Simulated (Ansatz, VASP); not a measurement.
LiF: VASP beside Ansatz

POSCAR

```
LiF
1.0
    0.0000000000      2.1107737887      2.1107737887
    2.1107737887      0.0000000000      2.1107737887
    2.1107737887      2.1107737887      0.0000000000
Li F
1 1
Direct
    0.0000000000      0.0000000000      0.0000000000
    0.5000000000      0.5000000000      0.5000000000
```

Contents of INCAR.step1:

```
SYSTEM = LiF
PREC = Accurate
ENCUT = 1490
ISMEAR = 0
SIGMA = 0.01
LREAL = .FALSE.
LASPH = .TRUE.
NELM = 120
NBANDS = 12
GGA = PE
ALGO = Normal
EDIFF = 1E-5
LWAVE = .TRUE.
LCHARG = .FALSE.
GGA_COMPAT = .FALSE.
```

File INCAR.step2:

```
SYSTEM = LiF
PREC = Accurate
ENCUT = 1490
EDIFF = 1E-6
ISMEAR = 0
SIGMA = 0.01
LREAL = .FALSE.
LASPH = .TRUE.
NELM = 120
ALGO = Normal
ISIF = 2
LWAVE = .FALSE.
LCHARG = .FALSE.
METAGGA = R2SCAN
LMIXTAU = .TRUE.
NBANDS = 12
ISTART = 1
GGA_COMPAT = .FALSE.
```

The input KPOINTS:

```
Automatic mesh
0
G
  10 10 10
  0 0 0
```

Input for Ansatz:

```yaml
crystal:
  lattice:
    - [0.0, 2.1107737887, 2.1107737887]
    - [2.1107737887, 0.0, 2.1107737887]
    - [2.1107737887, 2.1107737887, 0.0]
  atoms:
    - { symbol: Li, position: [0.0, 0.0, 0.0] }
    - { symbol: F, position: [0.5, 0.5, 0.5] }
kpoints:
  mp_grid: { grid: [10, 10, 10] }
  band_path:
    path:
      - [0.0, 0.0, 0.0]
      - [0.5, 0.0, 0.5]
      - [0.625, 0.25, 0.625]
      - [0.375, 0.375, 0.75]
      - [0.5, 0.5, 0.5]
      - [0.5, 0.25, 0.75]
      - [-0.0625, 0.0, 0.0625]
    npoints: 1
hamiltonian:
  xc: r2scan
scf:
  occupations: { method: fixed }
  n_extra_bands: 4
output:
  forces: true
  stress: true
  eigenvalues: true
```

Change from the starting cell: hydrostatic strain +5.8%.

Alike in both runs: task single point; functional r2SCAN; k mesh 10 × 10 × 10; no spin polarisation.

|  | VASP | Ansatz |
| --- | --- | --- |
| version | VASP 6.6.1 | Ansatz 0.2.0 |
| potentials or method | VASP PAW PBE potentials, release 64 (Li_sv, F_h) | plane waves, PAW |
| plane-wave cutoff (eV) | 1490 | 500 |
| occupations | gaussian, width 0.01 eV | fixed |
| valence electrons in the cell | 10 | 10 |

VASP gave:

```
gap on the k mesh at the Fermi level (eV) : 8.99
pressure (GPa)                            : -10.2
```

Problem. What did Ansatz give for the same quantities?

Solution. gap on the k mesh at the Fermi level (eV): 8.86; pressure (GPa): -9.2.

VASP's potentials were made for PBE, not for r2SCAN.
